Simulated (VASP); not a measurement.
# TiO2 (I4_1/amd) in VASP: notebook

Aim: see how the results for TiO2 move with the level of theory and the settings. Levels: LDA, PBEsol. Tasks: single point.

Everything below comes from runs of VASP 6.6.1. Logs are shortened: lines on timing, memory, paths and dates and some standing lists are left out, and cuts for length are marked.

**1. The cell of the first run**

It takes space group I4_1/amd (No. 141, tetragonal). Conventional cell: a = 3.739 Å, b = 3.739 Å, c = 9.457 Å, α = 90.00°, β = 90.00°, γ = 90.00°. Ti (site symmetry -4m2) has 6 O at 1.91 to 1.97 Å within 2.5 Å. Within 2.5 Å of O (site symmetry 2mm) lie 3 Ti at 1.91 to 1.97 Å and 2 O at 2.44 Å.

**2. Single point, LDA**

INCAR reads:

```
SYSTEM = TiO2
PREC = Accurate
ENCUT = 520
EDIFF = 1E-6
ISMEAR = -1
SIGMA = 0.02
LREAL = .FALSE.
LASPH = .TRUE.
NELM = 60
ALGO = Normal
ISIF = 2
LWAVE = .FALSE.
LCHARG = .TRUE.
GGA = CA
LELF = .TRUE.
LVHAR = .TRUE.
NBANDS = 33
```

KPOINTS reads:

```
regular mesh
0
G
  8 8 8
  0 0 0
```

POSCAR reads:

```
TiO2
1.0
   -1.8695762695      1.8695762695      4.7286430173
    1.8695762695     -1.8695762695      4.7286430173
    1.8695762695      1.8695762695     -4.7286430173
Ti O
2 4
Direct
    0.7500000000      0.2500000000      0.5000000000
    0.0000000000      0.0000000000      0.0000000000
    0.5420470805      0.0420470805      0.5000000000
    0.7920470805      0.7920470805      0.0000000000
    0.2079529195      0.2079529195      0.0000000000
    0.9579529195      0.4579529195      0.5000000000
```

Potentials or basis: VASP PAW LDA potentials, release 64 (Ti_sv, O).

On the command line:

```
cat potpaw_LDA.64/Ti_sv/POTCAR potpaw_LDA.64/O/POTCAR > POTCAR
mpirun -np 1 vasp_std > vasp.out
```

OUTCAR:

```text
SYSTEM = TiO2
   PREC = Accurate
   ENCUT = 520
   EDIFF = 1E-6
   ISMEAR = -1
   LREAL = .FALSE.
   LASPH = .TRUE.
   NELM = 60
   ISIF = 2
   GGA = CA

 ion  position               nearest neighbor table
   1  0.750  0.250  0.500-   4 1.91   5 1.91   4 1.91   5 1.91   3 1.97   6 1.97
   2  0.000  0.000  0.000-   3 1.91   6 1.91   3 1.91   6 1.91   5 1.97   4 1.97
   3  0.542  0.042  0.500-   2 1.91   2 1.91   1 1.97
   4  0.792  0.792  0.000-   1 1.91   1 1.91   2 1.97
   5  0.208  0.208  0.000-   1 1.91   1 1.91   2 1.97
   6  0.958  0.458  0.500-   2 1.91   2 1.91   1 1.97

  LATTYP: Found a body centered tetragonal cell.
 ALAT       =     3.7391525390
 C/A-ratio  =     2.5292592201

  Lattice vectors:

 A1 = (  -1.8695762695,   1.8695762695,   4.7286430173)
 A2 = (   1.8695762695,  -1.8695762695,   4.7286430173)
 A3 = (   1.8695762695,   1.8695762695,  -4.7286430173)

Analysis of symmetry for initial positions (statically):
=====================================================================
 Subroutine PRICEL returns:
 Original cell was already a primitive cell.

 Routine SETGRP: Setting up the symmetry group for a
 body centered tetragonal supercell.

 Subroutine GETGRP returns: Found 16 space group operations
 (whereof  8 operations were pure point group operations)
 out of a pool of 16 trial point group operations.

The static configuration has the point symmetry D_2d.
 The point group associated with its full space group is D_4h.

Analysis of symmetry for dynamics (positions and initial velocities):
=====================================================================
 Subroutine PRICEL returns:
 Original cell was already a primitive cell.

 Routine SETGRP: Setting up the symmetry group for a
 body centered tetragonal supercell.

 Subroutine GETGRP returns: Found 16 space group operations
 (whereof  8 operations were pure point group operations)
 out of a pool of 16 trial point group operations.

The dynamic configuration has the point symmetry D_2d.
 The point group associated with its full space group is D_4h.

 Subroutine INISYM returns: Found 16 space group operations
 (whereof  8 operations are pure point group operations),
 and found     1 'primitive' translations

----------------------------------------------------------------------------------------

                                     Primitive cell

  volume of cell :      66.1124

  direct lattice vectors                    reciprocal lattice vectors
    -1.869576269  1.869576269  4.728643017     0.000000000  0.267440279  0.105738580
     1.869576269 -1.869576269  4.728643017     0.267440279  0.000000000  0.105738580
     1.869576269  1.869576269 -4.728643017     0.267440279  0.267440279  0.000000000

  length of vectors
     5.417628230  5.417628230  5.417628230     0.287584684  0.287584684  0.378217670

  position of ions in fractional coordinates (direct lattice)
     0.750000000  0.250000000  0.500000000
     0.000000000  0.000000000  0.000000000
     0.542047080  0.042047080  0.500000000
     0.792047080  0.792047080  0.000000000
     0.207952920  0.207952920  0.000000000
     0.957952920  0.457952920  0.500000000

  ion indices of the primitive-cell ions
   primitive index   ion index
                 1           1
                 2           2
                 3           3
                 4           4
                 5           5
                 6           6

----------------------------------------------------------------------------------------

 KPOINTS: regular mesh

Automatic generation of k-mesh.
 Grid dimensions read from file:
 generate k-points for:    8    8    8

 Generating k-lattice:

  Cartesian coordinates                     Fractional coordinates (reciprocal lattice)
     0.000000000  0.033430035  0.013217323     0.125000000  0.000000000  0.000000000
     0.033430035  0.000000000  0.013217323     0.000000000  0.125000000  0.000000000
     0.033430035  0.033430035  0.000000000     0.000000000  0.000000000  0.125000000

  Length of vectors
     0.035948086  0.035948086  0.047277209

  Shift w.r.t. Gamma in fractional coordinates (k-lattice)
     0.000000000  0.000000000  0.000000000

 Subroutine IBZKPT returns following result:
 ===========================================

 Found     59 irreducible k-points:

 Following reciprocal coordinates:
            Coordinates               Weight
  0.000000  0.000000  0.000000      1.000000
  0.125000 -0.000000  0.000000      8.000000
  0.250000 -0.000000  0.000000      8.000000
  0.375000  0.000000  0.000000      8.000000
  0.500000 -0.000000  0.000000      4.000000
  0.125000  0.125000  0.000000      8.000000
[... 16 lines left out ...]
  0.250000  0.125000  0.125000     16.000000
  0.375000  0.125000  0.125000      8.000000
 [... further k-points ...]
   k-points           NKPTS =     59   k-points in BZ     NKDIM =     59   number of bands    NBANDS=     33
   number of dos      NEDOS =    301   number of ions     NIONS =      6
   total plane-waves  NPLWV =  64000
   dimension x,y,z NGX =    40 NGY =   40 NGZ =   40
   dimension x,y,z NGXF=    80 NGYF=   80 NGZF=   80
   ions per type =               2   4
   NGX,Y,Z   is equivalent  to a cutoff of  12.27, 12.27, 12.27 a.u.
   NGXF,Y,Z  is equivalent  to a cutoff of  24.55, 24.55, 24.55 a.u.
 SYSTEM =  TiO2
   PREC   = accura    normal or accurate (medium, high low for compatibility)
   ISTART =      0    job   : 0-new  1-cont  2-samecut
   ICHARG =      2    charge: 1-file 2-atom 10-const
   ISPIN  =      1    spin polarized calculation?
   LNONCOLLINEAR =      F non collinear calculations
   LSORBIT =      F    spin-orbit coupling
   LASPH  =      T    aspherical Exc in radial PAW
   ENCUT  =  520.0 eV  38.22 Ry    6.18 a.u.  10.07 10.07 10.07*2*pi/ulx,y,z
   NELM   =     60;   NELMIN=  2; NELMDL= -5     # of ELM steps
   EDIFF  = 0.1E-05   stopping-criterion for ELM
   LREAL  =      F    real-space projection
   EDIFFG = 0.1E-04   stopping-criterion for IOM
   NSW    =      0    number of steps for IOM
   IBRION =     -1    ionic relax: 0-MD 1-quasi-New 2-CG
   NFREE  =      0    steps in history (QN), initial steepest desc. (CG)
   ISIF   =      2    stress and relaxation
   ISYM   =      2    0-nonsym 1-usesym 2-fastsym
   POTIM  = 0.5000    time-step for ionic-motion
   TEBEG  =    0.0;   TEEND  =   0.0 temperature during run
   PSTRESS=    0.0 pullay stress
   NELECT =      48.0000    total number of electrons
   NUPDOWN=      -1.0000    fix difference up-down
   EMIN   =  10.00;   EMAX   =-10.00  energy-range for DOS
   EFERMI =   0.00;   METHOD = LEGACY
   ISMEAR =    -1;   SIGMA  =   0.02  broadening in eV -4-tet -1-fermi 0-gaus
   EFERMI_NEDOS =   21; number of points for ismear=-14 and -15
   IALGO  =     38    algorithm
   IMIX   =      4    mixing-type and parameters
     AMIX     =   0.40;   BMIX     =  1.00
     AMIX_MAG =   1.60;   BMIX_MAG =  1.00
  volume/ion in A,a.u.               =      11.02        74.36
  Fermi-wavevector in a.u.,A,eV,Ry     =   1.471389  2.780523 29.456432  2.164987
  Thomas-Fermi vector in A             =   2.586531
   LORBIT       =      0    0 simple, 1 ext, 2 COOP (PROOUT), +10 PAW based schemes
   GGA     = CA    functional components
   LHFCALC =     F    Hartree Fock is set to
   AEXX    =    0.0000 exact exchange contribution
   IVDW    =     0    specifies the selected vdW correction
   LEPSILON=     F    determine dielectric tensor
   LRPA    =     F    only Hartree local field effects (RPA)
 non-spin polarized calculation
  energy-cutoff  :      520.00
  volume of cell :       66.11
 maximum number of plane-waves:      1798
   NGX = 21   NGY = 21   NGZ = 21

 number of electron      47.9999998 magnetization

 Free energy of the ion-electron system (eV)
  ---------------------------------------------------
  ext. energy  EPLUGINS =         0.00000000
  ---------------------------------------------------
  free energy    TOTEN  =       -58.83492746 eV

  energy without entropy =      -58.83492746  energy(sigma->0) =      -58.83492746

 E-fermi :   3.9035     XC(G=0): -11.4958

 val. band max:        3.3368274537   @ k =  -0.3750   0.3750   0.0000
 cond. band min:       5.4435419263   @ k =   0.0000   0.0000   0.0000
 fundamental gap:      2.1067144727
 Fermi energy:         3.9034664818

 k-point     1 :       0.0000    0.0000    0.0000
  band No.  band energies     occupation
      1     -52.1691      2.00000
      2     -52.0954      2.00000
      3     -29.0966      2.00000
      4     -28.8182      2.00000
      5     -28.8182      2.00000
      6     -28.7354      2.00000
[... 25 lines left out ...]
     32       8.9673      0.00000
     33       9.0062      0.00000

 k-point     2 :       0.1250   -0.0000    0.0000
  band No.  band energies     occupation
      1     -52.1666      2.00000
      2     -52.0970      2.00000
      3     -29.0915      2.00000
      4     -28.8416      2.00000
      5     -28.8199      2.00000
      6     -28.7452      2.00000
[... 25 lines left out ...]
     32       9.1310      0.00000
     33       9.4142      0.00000

 k-point     3 :       0.2500   -0.0000    0.0000
  band No.  band energies     occupation
      1     -52.1599      2.00000
      2     -52.1017      2.00000
      3     -29.0798      2.00000
      4     -28.8955      2.00000
      5     -28.8236      2.00000
      6     -28.7648      2.00000
[... 25 lines left out ...]
     32       9.5123      0.00000
     33       9.8968      0.00000

 k-point     4 :       0.3750    0.0000    0.0000
  band No.  band energies     occupation
      1     -52.1519      2.00000
      2     -52.1077      2.00000
      3     -29.0683      2.00000
      4     -28.9494      2.00000
      5     -28.8268      2.00000
      6     -28.7766      2.00000
[... 673 lines left out ...]
     32      10.2707      0.00000
     33      10.6193      0.00000

 k-point    23 :       0.2500    0.1250    0.1250
  band No.  band energies     occupation
      1     -52.1453      2.00000
      2     -52.1113      2.00000
      3     -29.0679      2.00000
      4     -28.9739      2.00000
      5     -28.8687      2.00000
      6     -28.8169      2.00000
[... 25 lines left out ...]
     32      10.3119      0.00000
     33      10.8272      0.00000

 k-point    24 :       0.3750    0.1250    0.1250
  band No.  band energies     occupation
      1     -52.1409      2.00000
      2     -52.1149      2.00000
      3     -29.0619      2.00000
      4     -28.9960      2.00000
      5     -28.8709      2.00000
      6     -28.8240      2.00000
[... 25 lines left out ...]
     32      10.2776      0.00000
     33      10.8935      0.00000

 [... further k-points ...]

------------------------ aborting loop because EDIFF is reached ----------------------------------------

  FORCE on cell =-STRESS in cart. coord.  units (eV):
  Direction    XX          YY          ZZ          XY          YZ          ZX
  --------------------------------------------------------------------------------------
  -------------------------------------------------------------------------------------
  Total        0.5354173      0.5354173      0.5189423      0.0000000      0.0000000      0.0000000
  in kB       12.9753801     12.9753801     12.5761217      0.0000000      0.0000000      0.0000000
  external PRESSURE =      12.8422940 kB  Pullay stress =       0.0000000 kB

 VOLUME and BASIS-vectors are now :
 -----------------------------------------------------------------------------
  energy-cutoff  :      520.00
  volume of cell :       66.11
      direct lattice vectors                 reciprocal lattice vectors
    -1.869576269  1.869576269  4.728643017     0.000000000  0.267440279  0.105738580
     1.869576269 -1.869576269  4.728643017     0.267440279  0.000000000  0.105738580
     1.869576269  1.869576269 -4.728643017     0.267440279  0.267440279  0.000000000

 POSITION                                       TOTAL-FORCE (eV/Angst)
 -----------------------------------------------------------------------------------
     -0.00000      1.86958      2.36432        -0.000000     -0.000000      0.000000
      0.00000      0.00000      0.00000        -0.000000     -0.000000      0.000000
      0.00000      1.86958      0.39765        -0.000000      0.000000     -0.034204
      0.00000      0.00000      7.49062         0.000000     -0.000000     -0.034204
      0.00000      0.00000      1.96667         0.000000     -0.000000      0.034204
      0.00000      1.86958      4.33099        -0.000000      0.000000      0.034204
 -----------------------------------------------------------------------------------
    total drift:                                0.000000      0.000000     -0.000000

  FREE ENERGIE OF THE ION-ELECTRON SYSTEM (eV)
  ---------------------------------------------------
  free  energy   TOTEN  =       -58.8349274580 eV

  energy  without entropy=      -58.8349274580  energy(sigma->0) =      -58.83492746
```

Run time: 6.1 min. Hardware: 1 thread of Intel Xeon 8259CL, shared host; peak memory 0.26 GiB.

What came out:

| Quantity | Value |
| --- | --- |
| Free energy | -58.8349 eV |
| Pressure | 1.3 GPa |
| Largest force | 0.034 eV/Å |
| Band gap on the k mesh | 2.11 eV (least direct gap 2.42 eV) |

Forces on the atoms (eV/Å):
```
Ti   0.000  0.000  0.000
Ti   0.000  0.000  0.000
O    0.000  0.000 -0.034
O    0.000  0.000 -0.034
O    0.000  0.000  0.034
O    0.000  0.000  0.034
```

Levels at points of the mesh, in eV from the valence-band top:
| k point | band 20 | band 21 | band 22 | band 23 | band 24 | band 25 | band 26 | band 27 | band 28 | band 29 |
| --- | --- | --- | --- | --- | --- | --- | --- | --- | --- | --- |
| (0.00, 0.00, 0.00) | -0.75 | -0.73 | -0.73 | -0.47 | -0.47 | 2.11 | 2.91 | 4.14 | 4.14 | 4.16 |
| (0.50, 0.00, 0.00) | -2.06 | -2.01 | -1.00 | -0.78 | -0.62 | 3.32 | 3.67 | 3.68 | 3.79 | 4.47 |
| (0.50, 0.50, 0.00) | -2.72 | -2.14 | -2.14 | 0.00 | 0.00 | 3.44 | 3.44 | 3.96 | 3.96 | 5.12 |
| (0.50, 0.50, 0.50) | -1.36 | -1.25 | -1.25 | -0.07 | -0.07 | 2.49 | 2.49 | 3.90 | 3.90 | 4.41 |

A k mesh can miss the band edges.

**3. Single point, PBEsol**

This run uses another cell than the first one, of 11.31 Å³/atom.

INCAR reads:

```
PREC = Accurate
ENCUT = 520
EDIFF = 1E-6
ISMEAR = -1
SIGMA = 0.02
LREAL = F
LASPH = T
NELM = 60
ALGO = Normal
ISIF = 2
LWAVE = F
LCHARG = T
GGA = PS
LELF = T
LVHAR = T
NBANDS = 33
```

KPOINTS reads:

```
regular mesh
0
Gamma
  8 8 8
```

POSCAR reads:

```
TiO2
1.0
   -1.8848107776      1.8848107776      4.7767312375
    1.8848107776     -1.8848107776      4.7767312375
    1.8848107776      1.8848107776     -4.7767312375
Ti O
2 4
Direct
    0.7500000000      0.2500000000      0.5000000000
    0.0000000000      0.0000000000      0.0000000000
    0.5424953751      0.0424953751      0.5000000000
    0.7924953751      0.7924953751      0.0000000000
    0.2075046249      0.2075046249      0.0000000000
    0.9575046249      0.4575046249      0.5000000000
```

Potentials or basis: VASP PAW PBE potentials, release 64 (Ti_sv, O).

On the command line:

```
cat potpaw_PBE.64/Ti_sv/POTCAR potpaw_PBE.64/O/POTCAR > POTCAR
mpirun -np 1 vasp_std > vasp.out
```

Wall time 8.8 min (1 thread of Intel Xeon 8259CL, shared host); peak memory 0.32 GiB.

It converged, with:

| Property | Result |
| --- | --- |
| Free energy | -56.2175 eV |
| Pressure | 0.7 GPa |
| Largest force | 0.020 eV/Å |
| Band gap on the k mesh | 2.12 eV (least direct gap 2.42 eV) |

Forces in eV/Å, atoms in the order of the input:
```
Ti   0.000  0.000  0.000
Ti   0.000  0.000  0.000
O    0.000  0.000 -0.020
O    0.000  0.000 -0.020
O    0.000  0.000  0.020
O    0.000  0.000  0.020
```

Levels at points of the mesh, in eV from the valence-band top:
```csv
k point,band 20,band 21,band 22,band 23,band 24,band 25,band 26,band 27,band 28,band 29
"(0.00, 0.00, 0.00)",-0.75,-0.74,-0.74,-0.43,-0.43,2.12,2.87,4.07,4.07,4.10
"(0.50, 0.00, 0.00)",-1.97,-1.95,-0.93,-0.80,-0.61,3.28,3.61,3.62,3.70,4.37
"(0.50, 0.50, 0.00)",-2.64,-2.06,-2.06,-0.01,-0.01,3.37,3.37,3.86,3.86,4.99
"(0.50, 0.50, 0.50)",-1.34,-1.23,-1.23,-0.07,-0.07,2.49,2.49,3.83,3.83,4.35
```

Caveat: the PAW data sets were made with another functional, which shifts forces and pressure a little. A k mesh can miss the band edges.
